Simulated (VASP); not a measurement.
# ZnCu (Pm-3m) in VASP: further runs

Runs on ZnCu. Level: r2SCAN. Tasks: single point.

All numbers are computed with VASP 6.6.1; they aren't measurements. Logs are shortened: lines on timing, memory, paths and dates and some standing lists are left out, and cuts for length are marked.

**1. The cell of the first run**

The structure is cubic, space group Pm-3m (No. 221). Conventional cell: a = 2.900 Å, b = 2.900 Å, c = 2.900 Å, α = 90.00°, β = 90.00°, γ = 90.00°. Within 3.3 Å of Zn (site symmetry m-3m) lie 8 Cu at 2.51 Å and 6 Zn at 2.90 Å. Cu (site symmetry m-3m) has 8 Zn at 2.51 Å and 6 Cu at 2.90 Å within 3.3 Å.

**2. Single point, r2SCAN (12.20 Å³/atom)**

Input file POSCAR:

```
ZnCu
1.0
    2.9004044013      0.0000000000      0.0000000000
    0.0000000000      2.9004044013      0.0000000000
    0.0000000000      0.0000000000      2.9004044013
Zn Cu
1 1
Direct
    0.5000000000      0.5000000000      0.5000000000
    0.0000000000      0.0000000000      0.0000000000
```

Input file INCAR.step1:

```
SYSTEM = ZnCu
PREC = Accurate
ENCUT = 520
ISMEAR = 0
SIGMA = 0.05
LREAL = .FALSE.
LASPH = .TRUE.
NELM = 80
NBANDS = 18
GGA = PE
ALGO = Normal
EDIFF = 1E-4
LWAVE = .TRUE.
LCHARG = .FALSE.
```

Input file INCAR.step2:

```
SYSTEM = ZnCu
PREC = Accurate
ENCUT = 520
EDIFF = 1E-6
ISMEAR = 0
SIGMA = 0.05
LREAL = .FALSE.
LASPH = .TRUE.
NELM = 80
ALGO = Normal
ISIF = 2
LWAVE = .FALSE.
LCHARG = .TRUE.
METAGGA = R2SCAN
LMIXTAU = .TRUE.
LELF = .TRUE.
LVHAR = .TRUE.
NBANDS = 18
ISTART = 1
```

Input file KPOINTS:

```
Automatic mesh
0
G
  12 12 12
  0 0 0
```

Potentials or basis: VASP PAW PBE potentials, release 64 (Zn, Cu).

Started as:

```bash
> cat potpaw_PBE.64/Zn/POTCAR potpaw_PBE.64/Cu/POTCAR > POTCAR
> cp INCAR.step1 INCAR
> mpirun -np 1 vasp_std > vasp.out
> cp INCAR.step2 INCAR
> mpirun -np 1 vasp_std > vasp.out
```

OUTCAR:

```text
SYSTEM = ZnCu
   PREC = Accurate
   ENCUT = 520
   EDIFF = 1E-6
   ISMEAR = 0
   LREAL = .FALSE.
   LASPH = .TRUE.
   NELM = 80
   ISIF = 2
   METAGGA = R2SCAN
   ISTART = 1

 ion  position               nearest neighbor table
   1  0.500  0.500  0.500-   2 2.51   2 2.51   2 2.51   2 2.51   2 2.51   2 2.51   2 2.51   2 2.51

   2  0.000  0.000  0.000-   1 2.51   1 2.51   1 2.51   1 2.51   1 2.51   1 2.51   1 2.51   1 2.51

  LATTYP: Found a simple cubic cell.
 ALAT       =     2.9004044013

  Lattice vectors:

 A1 = (   2.9004044013,   0.0000000000,   0.0000000000)
 A2 = (   0.0000000000,   2.9004044013,   0.0000000000)
 A3 = (   0.0000000000,   0.0000000000,   2.9004044013)

Analysis of symmetry for initial positions (statically):
=====================================================================
 Subroutine PRICEL returns:
 Original cell was already a primitive cell.

 Routine SETGRP: Setting up the symmetry group for a
 simple cubic supercell.

 Subroutine GETGRP returns: Found 48 space group operations
 (whereof 48 operations were pure point group operations)
 out of a pool of 48 trial point group operations.

The static configuration has the point symmetry O_h .

Analysis of symmetry for dynamics (positions and initial velocities):
=====================================================================
 Subroutine PRICEL returns:
 Original cell was already a primitive cell.

 Routine SETGRP: Setting up the symmetry group for a
 simple cubic supercell.

 Subroutine GETGRP returns: Found 48 space group operations
 (whereof 48 operations were pure point group operations)
 out of a pool of 48 trial point group operations.

The dynamic configuration has the point symmetry O_h .

 Subroutine INISYM returns: Found 48 space group operations
 (whereof 48 operations are pure point group operations),
 and found     1 'primitive' translations

----------------------------------------------------------------------------------------

                                     Primitive cell

  volume of cell :      24.3992

  direct lattice vectors                    reciprocal lattice vectors
     2.900404401  0.000000000  0.000000000     0.344779507  0.000000000  0.000000000
     0.000000000  2.900404401  0.000000000     0.000000000  0.344779507  0.000000000
     0.000000000  0.000000000  2.900404401     0.000000000  0.000000000  0.344779507

  length of vectors
     2.900404401  2.900404401  2.900404401     0.344779507  0.344779507  0.344779507

  position of ions in fractional coordinates (direct lattice)
     0.500000000  0.500000000  0.500000000
     0.000000000  0.000000000  0.000000000

  ion indices of the primitive-cell ions
   primitive index   ion index
                 1           1
                 2           2

----------------------------------------------------------------------------------------

 KPOINTS: Automatic mesh

Automatic generation of k-mesh.
 Grid dimensions read from file:
 generate k-points for:   12   12   12

 Generating k-lattice:

  Cartesian coordinates                     Fractional coordinates (reciprocal lattice)
     0.028731626  0.000000000  0.000000000     0.083333333  0.000000000  0.000000000
     0.000000000  0.028731626  0.000000000     0.000000000  0.083333333  0.000000000
     0.000000000  0.000000000  0.028731626     0.000000000  0.000000000  0.083333333

  Length of vectors
     0.028731626  0.028731626  0.028731626

  Shift w.r.t. Gamma in fractional coordinates (k-lattice)
     0.000000000  0.000000000  0.000000000

 Subroutine IBZKPT returns following result:
 ===========================================

 Found     84 irreducible k-points:

 Following reciprocal coordinates:
            Coordinates               Weight
  0.000000  0.000000  0.000000      1.000000
  0.083333  0.000000  0.000000      6.000000
  0.166667  0.000000  0.000000      6.000000
  0.250000  0.000000  0.000000      6.000000
  0.333333  0.000000  0.000000      6.000000
  0.416667  0.000000  0.000000      6.000000
[... 16 lines left out ...]
  0.333333  0.333333  0.000000     12.000000
  0.416667  0.333333  0.000000     24.000000
 [... further k-points ...]
   k-points           NKPTS =     84   k-points in BZ     NKDIM =     84   number of bands    NBANDS=     18
   number of dos      NEDOS =    301   number of ions     NIONS =      2
   total plane-waves  NPLWV =  13824
   dimension x,y,z NGX =    24 NGY =   24 NGZ =   24
   dimension x,y,z NGXF=    48 NGYF=   48 NGZF=   48
   ions per type =               1   1
   NGX,Y,Z   is equivalent  to a cutoff of  13.76, 13.76, 13.76 a.u.
   NGXF,Y,Z  is equivalent  to a cutoff of  27.51, 27.51, 27.51 a.u.
 SYSTEM =  ZnCu
   PREC   = accura    normal or accurate (medium, high low for compatibility)
   ISTART =      1    job   : 0-new  1-cont  2-samecut
   ICHARG =      0    charge: 1-file 2-atom 10-const
   ISPIN  =      1    spin polarized calculation?
   LNONCOLLINEAR =      F non collinear calculations
   LSORBIT =      F    spin-orbit coupling
   LASPH  =      T    aspherical Exc in radial PAW
   ENCUT  =  520.0 eV  38.22 Ry    6.18 a.u.   5.39  5.39  5.39*2*pi/ulx,y,z
   NELM   =     80;   NELMIN=  2; NELMDL=  0     # of ELM steps
   EDIFF  = 0.1E-05   stopping-criterion for ELM
   LREAL  =      F    real-space projection
   EDIFFG = 0.1E-04   stopping-criterion for IOM
   NSW    =      0    number of steps for IOM
   IBRION =     -1    ionic relax: 0-MD 1-quasi-New 2-CG
   NFREE  =      0    steps in history (QN), initial steepest desc. (CG)
   ISIF   =      2    stress and relaxation
   ISYM   =      2    0-nonsym 1-usesym 2-fastsym
   POTIM  = 0.5000    time-step for ionic-motion
   TEBEG  =    0.0;   TEEND  =   0.0 temperature during run
   PSTRESS=    0.0 pullay stress
   NELECT =      23.0000    total number of electrons
   NUPDOWN=      -1.0000    fix difference up-down
   EMIN   =  10.00;   EMAX   =-10.00  energy-range for DOS
   EFERMI =   0.00;   METHOD = LEGACY
   ISMEAR =     0;   SIGMA  =   0.05  broadening in eV -4-tet -1-fermi 0-gaus
   EFERMI_NEDOS =   21; number of points for ismear=-14 and -15
   IALGO  =     38    algorithm
   IMIX   =      4    mixing-type and parameters
     AMIX     =   0.40;   BMIX     =  1.00
     AMIX_MAG =   1.60;   BMIX_MAG =  1.00
  volume/ion in A,a.u.               =      12.20        82.33
  Fermi-wavevector in a.u.,A,eV,Ry     =   1.605187  3.033363 35.057103  2.576624
  Thomas-Fermi vector in A             =   2.701573
   LORBIT       =      0    0 simple, 1 ext, 2 COOP (PROOUT), +10 PAW based schemes
   METAGGA = R2SCAN    functional components
   LHFCALC =     F    Hartree Fock is set to
   AEXX    =    0.0000 exact exchange contribution
   IVDW    =     0    specifies the selected vdW correction
   LEPSILON=     F    determine dielectric tensor
   LRPA    =     F    only Hartree local field effects (RPA)
 non-spin polarized calculation
 Gauss-broadening in eV      SIGMA  =   0.05
  energy-cutoff  :      520.00
  volume of cell :       24.40
 maximum number of plane-waves:       691
 NGX is ok and might be reduce to    24
   NGX = 11   NGY = 11   NGZ = 11

 number of electron      22.9999983 magnetization

 Free energy of the ion-electron system (eV)
  ---------------------------------------------------
  ext. energy  EPLUGINS =         0.00000000
  ---------------------------------------------------
  free energy    TOTEN  =       -19.92826850 eV

  energy without entropy =      -19.92754268  energy(sigma->0) =      -19.92790559

 E-fermi :   5.7286     XC(G=0): -13.8246

 val. band max:        5.7230515185   @ k =   0.5000   0.3333   0.3333
 cond. band min:       5.7537134131   @ k =   0.3333   0.3333   0.0000
 fundamental gap:      0.0306618946
 Fermi energy:         5.7286493860

 k-point     1 :       0.0000    0.0000    0.0000
  band No.  band energies     occupation
      1      -5.3196      2.00000
      2      -2.5146      2.00000
      3      -2.5146      2.00000
      4      -1.7024      2.00000
      5      -1.7024      2.00000
      6      -1.7024      2.00000
[... 10 lines left out ...]
     17      19.7497      0.00000
     18      30.7262      0.00000

 k-point     2 :       0.0833    0.0000    0.0000
  band No.  band energies     occupation
      1      -5.1841      2.00000
      2      -2.4972      2.00000
      3      -2.4846      2.00000
      4      -1.7147      2.00000
      5      -1.7147      2.00000
      6      -1.6962      2.00000
[... 10 lines left out ...]
     17      20.5020      0.00000
     18      29.3002      0.00000

 k-point     3 :       0.1667    0.0000    0.0000
  band No.  band energies     occupation
      1      -4.7838      2.00000
      2      -2.4491      2.00000
      3      -2.3981      2.00000
      4      -1.7482      2.00000
      5      -1.7482      2.00000
      6      -1.6789      2.00000
[... 10 lines left out ...]
     17      23.0532      0.00000
     18      27.1641      0.00000

 k-point     4 :       0.2500    0.0000    0.0000
  band No.  band energies     occupation
      1      -4.1448      2.00000
      2      -2.3821      2.00000
      3      -2.2589      2.00000
      4      -1.7938      2.00000
      5      -1.7938      2.00000
      6      -1.6551      2.00000
[... 10 lines left out ...]
     17      25.1462      0.00000
     18      25.1774      0.00000

 k-point     5 :       0.3333    0.0000    0.0000
  band No.  band energies     occupation
      1      -3.3570      2.00000
      2      -2.3133      2.00000
      3      -2.0282      2.00000
      4      -1.8391      2.00000
      5      -1.8391      2.00000
      6      -1.6311      2.00000
[... 10 lines left out ...]
     17      22.8888      0.00000
     18      22.8888      0.00000

 k-point     6 :       0.4167    0.0000    0.0000
  band No.  band energies     occupation
      1      -2.7395      2.00000
      2      -2.2618      2.00000
      3      -1.8720      2.00000
      4      -1.8720      2.00000
      5      -1.6133      2.00000
      6      -1.4844      2.00000
[... 10 lines left out ...]
     17      20.7997      0.00000
     18      20.7997      0.00000

 k-point     7 :       0.5000    0.0000    0.0000
  band No.  band energies     occupation
      1      -2.5677      2.00000
      2      -2.2427      2.00000
      3      -1.8841      2.00000
      4      -1.8841      2.00000
      5      -1.6068      2.00000
      6      -0.8328      2.00000
[... 10 lines left out ...]
     17      19.9376      0.00000
     18      21.3909      0.00000

 k-point     8 :       0.0833    0.0833    0.0000
  band No.  band energies     occupation
      1      -5.0496      2.00000
      2      -2.4747      2.00000
      3      -2.4604      2.00000
      4      -1.7274      2.00000
      5      -1.7214      2.00000
      6      -1.6974      2.00000
[... 10 lines left out ...]
     17      20.9635      0.00000
     18      27.3706      0.00000
[... 229 lines left out ...]
     17      25.2544      0.00000
     18      25.3975      0.00000

 k-point    20 :       0.3333    0.2500    0.0000
  band No.  band energies     occupation
      1      -2.7455      2.00000
      2      -2.3085      2.00000
      3      -1.9412      2.00000
      4      -1.8919      2.00000
      5      -1.7909      2.00000
      6      -1.2960      2.00000
[... 10 lines left out ...]
     17      23.7227      0.00000
     18      24.1540      0.00000

 k-point    21 :       0.4167    0.2500    0.0000
  band No.  band energies     occupation
      1      -2.5207      2.00000
      2      -2.3449      2.00000
      3      -1.9293      2.00000
      4      -1.8884      2.00000
      5      -1.8095      2.00000
      6      -0.4355      2.00000
[... 10 lines left out ...]
     17      21.8267      0.00000
     18      22.9242      0.00000

 k-point    22 :       0.5000    0.2500    0.0000
  band No.  band energies     occupation
      1      -2.4372      2.00000
      2      -2.3830      2.00000
      3      -1.9437      2.00000
      4      -1.8712      2.00000
      5      -1.8155      2.00000
      6       0.4792      2.00000
[... 10 lines left out ...]
     17      21.3962      0.00000
     18      22.0602      0.00000

 k-point    23 :       0.3333    0.3333    0.0000
  band No.  band energies     occupation
      1      -2.6214      2.00000
      2      -2.3583      2.00000
      3      -1.9248      2.00000
      4      -1.8603      2.00000
      5      -1.7549      2.00000
      6      -0.6875      2.00000
[... 10 lines left out ...]
     17      23.6436      0.00000
     18      23.7433      0.00000

 k-point    24 :       0.4167    0.3333    0.0000
  band No.  band energies     occupation
      1      -2.5956      2.00000
      2      -2.3776      2.00000
      3      -1.9584      2.00000
      4      -1.9002      2.00000
      5      -1.6490      2.00000
      6       0.1245      2.00000
[... 10 lines left out ...]
     17      22.4481      0.00000
     18      22.9791      0.00000

 [... further k-points ...]

------------------------ aborting loop because EDIFF is reached ----------------------------------------

  FORCE on cell =-STRESS in cart. coord.  units (eV):
  Direction    XX          YY          ZZ          XY          YZ          ZX
  --------------------------------------------------------------------------------------
  -------------------------------------------------------------------------------------
  Total        0.5215773      0.5215773      0.5215773      0.0000000      0.0000000     -0.0000000
  in kB       34.2494500     34.2494500     34.2494500      0.0000000      0.0000000     -0.0000000
  external PRESSURE =      34.2494500 kB  Pullay stress =       0.0000000 kB

 VOLUME and BASIS-vectors are now :
 -----------------------------------------------------------------------------
  energy-cutoff  :      520.00
  volume of cell :       24.40
      direct lattice vectors                 reciprocal lattice vectors
     2.900404401  0.000000000  0.000000000     0.344779507  0.000000000  0.000000000
     0.000000000  2.900404401  0.000000000     0.000000000  0.344779507  0.000000000
     0.000000000  0.000000000  2.900404401     0.000000000  0.000000000  0.344779507

 POSITION                                       TOTAL-FORCE (eV/Angst)
 -----------------------------------------------------------------------------------
      1.45020      1.45020      1.45020         0.000000      0.000000      0.000000
      0.00000      0.00000      0.00000         0.000000      0.000000      0.000000
 -----------------------------------------------------------------------------------
    total drift:                                0.000000      0.000000     -0.000000

  FREE ENERGIE OF THE ION-ELECTRON SYSTEM (eV)
  ---------------------------------------------------
  free  energy   TOTEN  =       -19.9282685024 eV

  energy  without entropy=      -19.9275426810  energy(sigma->0) =      -19.92790559
```

Run time: 44 s. Hardware: 1 thread of Intel Xeon 6975P-C (Granite Rapids), shared host; peak memory 0.17 GiB.

What came out:

```
Free energy            : -19.9283 eV
Pressure               : 3.4 GPa
Band gap on the k mesh : zero (an odd number of electrons rules out a gap without spin polarisation)
```

Levels at points of the mesh, in eV from the Fermi level:
| k point | band 7 | band 8 | band 9 | band 10 | band 11 | band 12 | band 13 | band 14 | band 15 | band 16 |
| --- | --- | --- | --- | --- | --- | --- | --- | --- | --- | --- |
| (0.00, 0.00, 0.00) | -3.78 | -3.78 | -2.84 | -2.84 | -2.84 | 6.89 | 6.89 | 6.89 | 11.89 | 11.89 |
| (0.50, 0.00, 0.00) | -5.34 | -3.93 | -3.44 | -3.44 | -2.92 | -2.04 | 12.85 | 12.85 | 13.41 | 13.41 |
| (0.50, 0.50, 0.00) | -3.55 | -3.00 | -3.00 | -2.60 | -2.07 | -2.07 | 2.22 | 2.54 | 15.40 | 16.76 |
| (0.50, 0.50, 0.50) | -4.58 | -4.58 | -2.58 | -2.58 | 4.67 | 4.67 | 4.67 | 4.82 | 4.91 | 4.91 |

Caveat: the cell stands under pressure; the PAW data sets were made with another functional, which shifts forces and pressure a little.

[end of part 1 of 2]

The gap in the log of VASP goes by the Fermi energy; the results here count the filled bands.